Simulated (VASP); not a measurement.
# AlGa3As4 (P-43m) in VASP: further runs

The runs below take AlGa3As4 through single point, relaxation of cell and atoms, with PBE.

Program: VASP 6.6.1. These are calculated values, not measurements. Logs are shortened: lines on timing, memory, paths and dates and some standing lists are left out, and cuts for length are marked.

## 1. The cell of the first run

The structure is cubic, space group P-43m (No. 215). Conventional cell: a = 5.504 Å, b = 5.504 Å, c = 5.504 Å, α = 90.00°, β = 90.00°, γ = 90.00°. Within 3.1 Å of Al (site symmetry -43m) lie 4 As at 2.38 Å. Within 3.1 Å of Ga (site symmetry -42m) lie 4 As at 2.38 Å. As (site symmetry 3m) has 1 Al at 2.38 Å and 3 Ga at 2.38 Å within 3.1 Å.

## 2. Single point, PBE

The input, INCAR:

```
SYSTEM = AlGa3As4
PREC     = Accurate       ! precision mode
ENCUT    = 520            ! plane-wave cutoff, eV
EDIFF    = 1E-6           ! SCF threshold, eV
ISMEAR   = 0              ! smearing method
SIGMA    = 0.1            ! smearing width, eV
LREAL    = .FALSE.        ! projectors in reciprocal space
LASPH    = .TRUE.         ! aspherical terms in the spheres
NELM     = 100            ! most SCF steps
ALGO     = Normal         ! electronic algorithm
ISIF     = 2              ! what is computed and relaxed
LWAVE    = .FALSE.        ! write WAVECAR
LCHARG   = .TRUE.         ! write CHGCAR
GGA      = PE             ! functional
LELF     = .TRUE.         ! ELF
LVHAR    = .TRUE.       
NBANDS   = 41             ! bands
```

The input, KPOINTS:

```
regular mesh
0
G
  4 4 4
  0 0 0
```

The input, POSCAR:

```
AlGa3As4
1.0
    5.5041080800      0.0000000000      0.0000000000
    0.0000000000      5.5041080800      0.0000000000
    0.0000000000      0.0000000000      5.5041080800
Al Ga As
1 3 4
Direct
    0.5000000000      0.5000000000      0.5000000000
    0.5000000000      0.0000000000      0.0000000000
    0.0000000000      0.0000000000      0.5000000000
    0.0000000000      0.5000000000      0.0000000000
    0.7500000000      0.2500000000      0.7500000000
    0.7500000000      0.7500000000      0.2500000000
    0.2500000000      0.2500000000      0.2500000000
    0.2500000000      0.7500000000      0.7500000000
```

Potentials or basis: VASP PAW PBE potentials, release 64 (Al, Ga_d, As).

Started as:

```bash
$ cat potpaw_PBE.64/Al/POTCAR potpaw_PBE.64/Ga_d/POTCAR potpaw_PBE.64/As/POTCAR > POTCAR
$ mpirun -np 1 vasp_std > vasp.out
```

OUTCAR:

```text
SYSTEM = AlGa3As4
   PREC = Accurate
   ENCUT = 520
   EDIFF = 1E-6
   ISMEAR = 0
   LREAL = .FALSE.
   LASPH = .TRUE.
   NELM = 100
   ISIF = 2
   GGA = PE

 ion  position               nearest neighbor table
   1  0.500  0.500  0.500-   5 2.38   6 2.38   7 2.38   8 2.38
   2  0.500  0.000  0.000-   5 2.38   6 2.38   7 2.38   8 2.38
   3  0.000  0.000  0.500-   5 2.38   6 2.38   7 2.38   8 2.38
   4  0.000  0.500  0.000-   5 2.38   6 2.38   7 2.38   8 2.38
   5  0.750  0.250  0.750-   1 2.38   2 2.38   3 2.38   4 2.38
   6  0.750  0.750  0.250-   1 2.38   2 2.38   3 2.38   4 2.38
   7  0.250  0.250  0.250-   1 2.38   2 2.38   3 2.38   4 2.38
   8  0.250  0.750  0.750-   1 2.38   2 2.38   3 2.38   4 2.38

  LATTYP: Found a simple cubic cell.
 ALAT       =     5.5041080800

  Lattice vectors:

 A1 = (   5.5041080800,   0.0000000000,   0.0000000000)
 A2 = (   0.0000000000,   5.5041080800,   0.0000000000)
 A3 = (   0.0000000000,   0.0000000000,   5.5041080800)

Analysis of symmetry for initial positions (statically):
=====================================================================
 Subroutine PRICEL returns:
 Original cell was already a primitive cell.

 Routine SETGRP: Setting up the symmetry group for a
 simple cubic supercell.

 Subroutine GETGRP returns: Found 24 space group operations
 (whereof 24 operations were pure point group operations)
 out of a pool of 48 trial point group operations.

The static configuration has the point symmetry T_d .

Analysis of symmetry for dynamics (positions and initial velocities):
=====================================================================
 Subroutine PRICEL returns:
 Original cell was already a primitive cell.

 Routine SETGRP: Setting up the symmetry group for a
 simple cubic supercell.

 Subroutine GETGRP returns: Found 24 space group operations
 (whereof 24 operations were pure point group operations)
 out of a pool of 48 trial point group operations.

The dynamic configuration has the point symmetry T_d .

 Subroutine INISYM returns: Found 24 space group operations
 (whereof 24 operations are pure point group operations),
 and found     1 'primitive' translations

----------------------------------------------------------------------------------------

                                     Primitive cell

  volume of cell :     166.7481

  direct lattice vectors                    reciprocal lattice vectors
     5.504108080  0.000000000  0.000000000     0.181682479  0.000000000  0.000000000
     0.000000000  5.504108080  0.000000000     0.000000000  0.181682479  0.000000000
     0.000000000  0.000000000  5.504108080     0.000000000  0.000000000  0.181682479

  length of vectors
     5.504108080  5.504108080  5.504108080     0.181682479  0.181682479  0.181682479

  position of ions in fractional coordinates (direct lattice)
     0.500000000  0.500000000  0.500000000
     0.500000000  0.000000000  0.000000000
     0.000000000  0.000000000  0.500000000
     0.000000000  0.500000000  0.000000000
     0.750000000  0.250000000  0.750000000
     0.750000000  0.750000000  0.250000000
     0.250000000  0.250000000  0.250000000
     0.250000000  0.750000000  0.750000000

  ion indices of the primitive-cell ions
   primitive index   ion index
                 1           1
                 2           2
                 3           3
                 4           4
                 5           5
                 6           6
                 7           7
                 8           8

----------------------------------------------------------------------------------------

 KPOINTS: regular mesh

Automatic generation of k-mesh.
 Grid dimensions read from file:
 generate k-points for:    4    4    4

 Generating k-lattice:

  Cartesian coordinates                     Fractional coordinates (reciprocal lattice)
     0.045420620  0.000000000  0.000000000     0.250000000  0.000000000  0.000000000
     0.000000000  0.045420620  0.000000000     0.000000000  0.250000000  0.000000000
     0.000000000  0.000000000  0.045420620     0.000000000  0.000000000  0.250000000

  Length of vectors
     0.045420620  0.045420620  0.045420620

  Shift w.r.t. Gamma in fractional coordinates (k-lattice)
     0.000000000  0.000000000  0.000000000

 Subroutine IBZKPT returns following result:
 ===========================================

 Found     10 irreducible k-points:

 Following reciprocal coordinates:
            Coordinates               Weight
  0.000000  0.000000  0.000000      1.000000
  0.250000  0.000000  0.000000      6.000000
  0.500000  0.000000  0.000000      3.000000
  0.250000  0.250000  0.000000     12.000000
  0.500000  0.250000  0.000000     12.000000
  0.500000  0.500000  0.000000      3.000000
  0.250000  0.250000  0.250000      8.000000
  0.500000  0.250000  0.250000     12.000000
  0.500000  0.500000  0.250000      6.000000
  0.500000  0.500000  0.500000      1.000000
   k-points           NKPTS =     10   k-points in BZ     NKDIM =     10   number of bands    NBANDS=     41
   number of dos      NEDOS =    301   number of ions     NIONS =      8
   total plane-waves  NPLWV =  74088
   dimension x,y,z NGX =    42 NGY =   42 NGZ =   42
   dimension x,y,z NGXF=    84 NGYF=   84 NGZF=   84
   ions per type =               1   3   4
   NGX,Y,Z   is equivalent  to a cutoff of  12.69, 12.69, 12.69 a.u.
   NGXF,Y,Z  is equivalent  to a cutoff of  25.37, 25.37, 25.37 a.u.
 SYSTEM =  AlGa3As4
   PREC   = accura    normal or accurate (medium, high low for compatibility)
   ISTART =      0    job   : 0-new  1-cont  2-samecut
   ICHARG =      2    charge: 1-file 2-atom 10-const
   ISPIN  =      1    spin polarized calculation?
   LNONCOLLINEAR =      F non collinear calculations
   LSORBIT =      F    spin-orbit coupling
   LASPH  =      T    aspherical Exc in radial PAW
   ENCUT  =  520.0 eV  38.22 Ry    6.18 a.u.  10.23 10.23 10.23*2*pi/ulx,y,z
   NELM   =    100;   NELMIN=  2; NELMDL= -5     # of ELM steps
   EDIFF  = 0.1E-05   stopping-criterion for ELM
   LREAL  =      F    real-space projection
[... 7 lines left out ...]
   TEBEG  =    0.0;   TEEND  =   0.0 temperature during run
   PSTRESS=    0.0 pullay stress
   NELECT =      62.0000    total number of electrons
   NUPDOWN=      -1.0000    fix difference up-down
   EMIN   =  10.00;   EMAX   =-10.00  energy-range for DOS
   EFERMI =   0.00;   METHOD = LEGACY
   ISMEAR =     0;   SIGMA  =   0.10  broadening in eV -4-tet -1-fermi 0-gaus
   EFERMI_NEDOS =   21; number of points for ismear=-14 and -15
   IALGO  =     38    algorithm
   IMIX   =      4    mixing-type and parameters
     AMIX     =   0.40;   BMIX     =  1.00
     AMIX_MAG =   1.60;   BMIX_MAG =  1.00
  volume/ion in A,a.u.               =      20.84       140.66
  Fermi-wavevector in a.u.,A,eV,Ry     =   1.177204  2.224593 18.855084  1.385810
  Thomas-Fermi vector in A             =   2.313555
   LORBIT       =      0    0 simple, 1 ext, 2 COOP (PROOUT), +10 PAW based schemes
   GGA     = PE    functional components
   LHFCALC =     F    Hartree Fock is set to
   AEXX    =    0.0000 exact exchange contribution
   IVDW    =     0    specifies the selected vdW correction
   LEPSILON=     F    determine dielectric tensor
   LRPA    =     F    only Hartree local field effects (RPA)
 non-spin polarized calculation
 Gauss-broadening in eV      SIGMA  =   0.10
  energy-cutoff  :      520.00
  volume of cell :      166.75
 maximum number of plane-waves:      4524
 NGX is ok and might be reduce to    42
   NGX = 21   NGY = 21   NGZ = 21

 number of electron      61.9999963 magnetization

 Free energy of the ion-electron system (eV)
  ---------------------------------------------------
  ext. energy  EPLUGINS =         0.00000000
  ---------------------------------------------------
  free energy    TOTEN  =       -33.48761592 eV

  energy without entropy =      -33.48761592  energy(sigma->0) =      -33.48761592

 E-fermi :   5.1067     XC(G=0):  -9.8098

 val. band max:        4.6821113628   @ k =   0.0000   0.0000   0.0000
 cond. band min:       5.9943592924   @ k =   0.5000   0.5000   0.5000
 fundamental gap:      1.3122479296
 Fermi energy:         5.1067049536

 k-point     1 :       0.0000    0.0000    0.0000
  band No.  band energies     occupation
      1     -10.2662      2.00000
      2     -10.2662      2.00000
      3     -10.2662      2.00000
      4     -10.1427      2.00000
      5     -10.1427      2.00000
      6     -10.1427      2.00000
[... 33 lines left out ...]
     40       8.6091      0.00000
     41       8.6091      0.00000

 k-point     2 :       0.2500    0.0000    0.0000
  band No.  band energies     occupation
      1     -10.2608      2.00000
      2     -10.2608      2.00000
      3     -10.2589      2.00000
      4     -10.1604      2.00000
      5     -10.1410      2.00000
      6     -10.1410      2.00000
[... 33 lines left out ...]
     40       9.6295      0.00000
     41       9.6295      0.00000

 k-point     3 :       0.5000    0.0000    0.0000
  band No.  band energies     occupation
      1     -10.2547      2.00000
      2     -10.2547      2.00000
      3     -10.2489      2.00000
      4     -10.1796      2.00000
      5     -10.1342      2.00000
      6     -10.1342      2.00000
[... 33 lines left out ...]
     40      10.4615      0.00000
     41      10.4688      0.00000

 k-point     4 :       0.2500    0.2500    0.0000
  band No.  band energies     occupation
      1     -10.2639      2.00000
      2     -10.2549      2.00000
      3     -10.2456      2.00000
      4     -10.1766      2.00000
      5     -10.1403      2.00000
      6     -10.1396      2.00000
[... 209 lines left out ...]
     40      10.3531      0.00000
     41      10.5237      0.00000

 k-point     9 :       0.5000    0.5000    0.2500
  band No.  band energies     occupation
      1     -10.2683      2.00000
      2     -10.2270      2.00000
      3     -10.2270      2.00000
      4     -10.2250      2.00000
      5     -10.1373      2.00000
      6     -10.1373      2.00000
[... 33 lines left out ...]
     40       9.6360      0.00000
     41       9.8865      0.00000

 k-point    10 :       0.5000    0.5000    0.5000
  band No.  band energies     occupation
      1     -10.2709      2.00000
      2     -10.2286      2.00000
      3     -10.2286      2.00000
      4     -10.2286      2.00000
      5     -10.1400      2.00000
      6     -10.1400      2.00000
[... 33 lines left out ...]
     40       9.4232      0.00000
     41       9.4754      0.00000

------------------------ aborting loop because EDIFF is reached ----------------------------------------

  FORCE on cell =-STRESS in cart. coord.  units (eV):
  Direction    XX          YY          ZZ          XY          YZ          ZX
  --------------------------------------------------------------------------------------
  -------------------------------------------------------------------------------------
  Total       11.2439927     11.2439927     11.2439927     -0.0000000      0.0000000      0.0000000
  in kB      108.0364434    108.0364434    108.0364434     -0.0000000      0.0000000      0.0000000
  external PRESSURE =     108.0364434 kB  Pullay stress =       0.0000000 kB

 VOLUME and BASIS-vectors are now :
 -----------------------------------------------------------------------------
  energy-cutoff  :      520.00
  volume of cell :      166.75
      direct lattice vectors                 reciprocal lattice vectors
     5.504108080  0.000000000  0.000000000     0.181682479  0.000000000  0.000000000
     0.000000000  5.504108080  0.000000000     0.000000000  0.181682479  0.000000000
     0.000000000  0.000000000  5.504108080     0.000000000  0.000000000  0.181682479

 POSITION                                       TOTAL-FORCE (eV/Angst)
 -----------------------------------------------------------------------------------
      2.75205      2.75205      2.75205         0.000000     -0.000000     -0.000000
      2.75205      0.00000      0.00000         0.000000     -0.000000     -0.000000
      0.00000      0.00000      2.75205         0.000000     -0.000000     -0.000000
      0.00000      2.75205      0.00000         0.000000     -0.000000     -0.000000
      4.12808      1.37603      4.12808        -0.049424      0.049424     -0.049424
      4.12808      4.12808      1.37603        -0.049424     -0.049424      0.049424
      1.37603      1.37603      1.37603         0.049424      0.049424      0.049424
      1.37603      4.12808      4.12808         0.049424     -0.049424     -0.049424
 -----------------------------------------------------------------------------------
    total drift:                               -0.000000      0.000000     -0.000000

  FREE ENERGIE OF THE ION-ELECTRON SYSTEM (eV)
  ---------------------------------------------------
  free  energy   TOTEN  =       -33.4876159190 eV

  energy  without entropy=      -33.4876159190  energy(sigma->0) =      -33.48761592
```

Run time: 37 s. Hardware: 1 thread of Intel Xeon 6975P-C (Granite Rapids), shared host; peak memory 0.28 GiB.

What came out:

| Item | Value |
| --- | --- |
| Free energy | -33.4876 eV |
| Pressure | 10.8 GPa |
| Band gap on the k mesh | 1.31 eV (least direct gap 1.33 eV) |

Caveat: the cell stands under pressure.

## 3. Single point, PBE

This run uses another cell than the first one, of 23.52 Å³/atom.

The input, INCAR:

```
SYSTEM = AlGa3As4
  PREC = Accurate
  ENCUT = 520
  EDIFF = 1E-6
  ISMEAR = 0
  SIGMA = 0.1
  LREAL = .FALSE.
  LASPH = .TRUE.
  NELM = 100
  ALGO = Normal
  ISIF = 2
  LWAVE = .FALSE.
  LCHARG = .FALSE.
  GGA = PE
  NBANDS = 41
```

KPOINTS is that of step 2.

The input, POSCAR:

```
AlGa3As4
1.0
    5.7299542621      0.0000000000      0.0000000000
    0.0000000000      5.7299542621      0.0000000000
    0.0000000000      0.0000000000      5.7299542621
Al Ga As
1 3 4
Direct
    0.5000000000      0.5000000000      0.5000000000
    0.5000000000      0.0000000000      0.0000000000
    0.0000000000      0.0000000000      0.5000000000
    0.0000000000      0.5000000000      0.0000000000
    0.7493532455      0.2506467545      0.7493532455
    0.7493532455      0.7493532455      0.2506467545
    0.2506467545      0.2506467545      0.2506467545
    0.2506467545      0.7493532455      0.7493532455
```

Potentials or basis: VASP PAW PBE potentials, release 64 (Al, Ga_d, As).

Started as:

```bash
$ cat potpaw_PBE.64/Al/POTCAR potpaw_PBE.64/Ga_d/POTCAR potpaw_PBE.64/As/POTCAR > POTCAR
$ mpirun -np 1 vasp_std > vasp.out
```

It took 43 s on 1 thread of Intel Xeon 6975P-C (Granite Rapids), shared host; peak memory 0.36 GiB.

The run converged. Its results:

- Free energy: -34.1731 eV
- Pressure: 0.5 GPa
- Largest force: 0.008 eV/Å
- Band gap on the k mesh: 0.58 eV

Forces on the atoms (eV/Å):
```
Al   0.000  0.000  0.000
Ga   0.000  0.000  0.000
Ga   0.000  0.000  0.000
Ga   0.000  0.000  0.000
As  -0.004  0.004 -0.004
As  -0.004 -0.004  0.004
As   0.004  0.004  0.004
As   0.004 -0.004 -0.004
```

Levels at points of the mesh, in eV from the valence-band top:
| k point | band 27 | band 28 | band 29 | band 30 | band 31 | band 32 | band 33 | band 34 | band 35 | band 36 |
| --- | --- | --- | --- | --- | --- | --- | --- | --- | --- | --- |
| (0.00, 0.00, 0.00) | -2.41 | -2.41 | 0.00 | 0.00 | 0.00 | 0.58 | 1.55 | 1.55 | 1.55 | 1.59 |
| (0.50, 0.00, 0.00) | -3.03 | -1.55 | -1.55 | -1.46 | -1.46 | 2.03 | 2.23 | 3.23 | 3.29 | 4.54 |
| (0.50, 0.50, 0.00) | -3.03 | -1.10 | -1.09 | -1.09 | -1.00 | 2.61 | 2.76 | 2.76 | 3.16 | 5.45 |
| (0.50, 0.50, 0.50) | -0.98 | -0.98 | -0.95 | -0.95 | -0.95 | 0.95 | 0.95 | 0.95 | 1.90 | 4.40 |

Caveat: semilocal functionals underestimate gaps, and a narrow one can read as zero. A k mesh can miss the band edges.

[end of part 1 of 2]
